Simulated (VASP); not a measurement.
Write the native input for VASP 6.6.1 that does the following.

| Property | Result |
| --- | --- |
| Task | single point |
| Functional | PBEsol |
| Potentials or basis | VASP PAW PBE potentials, release 64 (Ag_sv_GW, Cl) |
| Cutoff | 470 eV |
| k mesh | 8 × 8 × 8 |
| Occupations | fermi-dirac, width 0.05 eV |
| Spin | no spin polarisation |
| Hubbard terms | Ag d U = 3.0 eV |
| Dipole correction | no |
| k mesh for the DOS | 12 × 12 × 12 |
| Occupations for the DOS | tetrahedron |
| Further INCAR settings | ALGO = Normal; EDIFF = 1e-06; NBANDS = 20 |

Crystal: AgCl.

```
Ag Cl
1.0
     0.00000    2.73500    2.73500
     2.73500    0.00000    2.73500
     2.73500    2.73500    0.00000
Ag Cl
1 1
Direct
  0.00000 0.00000 0.00000
  0.50000 0.50000 0.50000
```

These files were run (other wordings do the same):

POSCAR

```
AgCl
1.0
    0.0000000000      2.7350000000      2.7350000000
    2.7350000000      0.0000000000      2.7350000000
    2.7350000000      2.7350000000      0.0000000000
Ag Cl
1 1
Direct
    0.0000000000      0.0000000000      0.0000000000
    0.5000000000      0.5000000000      0.5000000000
```

INCAR.step1

```
  ALGO = Normal
  EDIFF = 1E-6
  ENCUT = 470
  GGA = PS
  GGA_COMPAT = False
  ISIF = 2
  ISMEAR = -1
  LASPH = True
  LCHARG = True
  LDAU = True
  LDAUJ = 0 0
  LDAUL = 2 -1
  LDAUPRINT = 1
  LDAUTYPE = 2
  LDAUU = 3 0
  LMAXMIX = 4
  LORBIT = 11
  LREAL = False
  LWAVE = False
  NBANDS = 20
  NEDOS = 2001
  NELM = 200
  PREC = Accurate
  SIGMA = 0.05
```

KPOINTS.step1

```
k-points
0
Gamma
  8 8 8
```

INCAR.step2

```
  ALGO = Normal
  EDIFF = 1E-6
  ENCUT = 470
  GGA = PS
  GGA_COMPAT = False
  ICHARG = 11
  ISIF = 2
  ISMEAR = -5
  LASPH = True
  LCHARG = False
  LDAU = True
  LDAUJ = 0 0
  LDAUL = 2 -1
  LDAUPRINT = 1
  LDAUTYPE = 2
  LDAUU = 3 0
  LMAXMIX = 4
  LORBIT = 10
  LREAL = False
  LWAVE = False
  NBANDS = 20
  NEDOS = 2001
  NELM = 200
  PREC = Accurate
  SIGMA = 0.05
```

KPOINTS.step2

```
k-points
0
Gamma
  12 12 12
```

Potentials or basis: VASP PAW PBE potentials, release 64 (Ag_sv_GW, Cl).

Command:

```bash
$ cat potpaw_PBE.64/Ag_sv_GW/POTCAR potpaw_PBE.64/Cl/POTCAR > POTCAR
$ cp INCAR.step1 INCAR
$ cp KPOINTS.step1 KPOINTS
$ mpirun -np 1 vasp_std > vasp.out
$ cp INCAR.step2 INCAR
$ cp KPOINTS.step2 KPOINTS
$ mpirun -np 1 vasp_std > vasp.out
```

Results of the run:

* Valence electrons inside the program's atomic spheres: Ag 16.85; Cl 5.04

Wall time 25 s on 1 thread of Intel(R) Xeon(R) 6975P-C (Granite Rapids), with other jobs on the host, peak memory 0.19 GiB.
